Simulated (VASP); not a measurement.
Here is a VASP 6.6.1 calculation.

INCAR

```
SYSTEM = Ca3Mg
PREC     = Accurate       ! precision mode
ENCUT    = 520            ! plane-wave cutoff, eV
EDIFF    = 1E-7           ! SCF threshold, eV
ISMEAR   = 1              ! smearing method
SIGMA    = 0.05           ! smearing width, eV
LREAL    = .FALSE.        ! projectors in reciprocal space
LASPH    = .TRUE.         ! aspherical terms in the spheres
NELM     = 80             ! most SCF steps
ALGO     = Normal         ! electronic algorithm
ISIF     = 2              ! what is computed and relaxed
LWAVE    = .FALSE.        ! write WAVECAR
LCHARG   = .FALSE.        ! write CHGCAR
NBANDS   = 24             ! bands
```

File KPOINTS:

```
regular mesh
0
G
  4 4 4
  0 0 0
```

The input POSCAR:

```
Ca3Mg
1.0
    5.1002564312      0.0000000000      0.0000000000
    0.0000000000      5.1002564312      0.0000000000
    0.0000000000      0.0000000000      5.1002564312
Mg Ca
1 3
Direct
    0.0000000000      0.0000000000      0.0000000000
    0.0000000000      0.5000000000      0.5000000000
    0.5000000000      0.0000000000      0.5000000000
    0.5000000000      0.5000000000      0.0000000000
```

Potentials or basis: VASP PAW LDA potentials, release 64 (Mg, Ca_sv).

Command:

```sh
$ cat potpaw_LDA.64/Mg/POTCAR potpaw_LDA.64/Ca_sv/POTCAR > POTCAR
$ mpirun -np 1 vasp_std > vasp.out
```

Question: Estimate the pressure.

Answer: -0.2 GPa.

Question: Estimate the band gap on the k mesh.

Answer: Zero (bands 16 and 17 overlap by 0.70 eV).
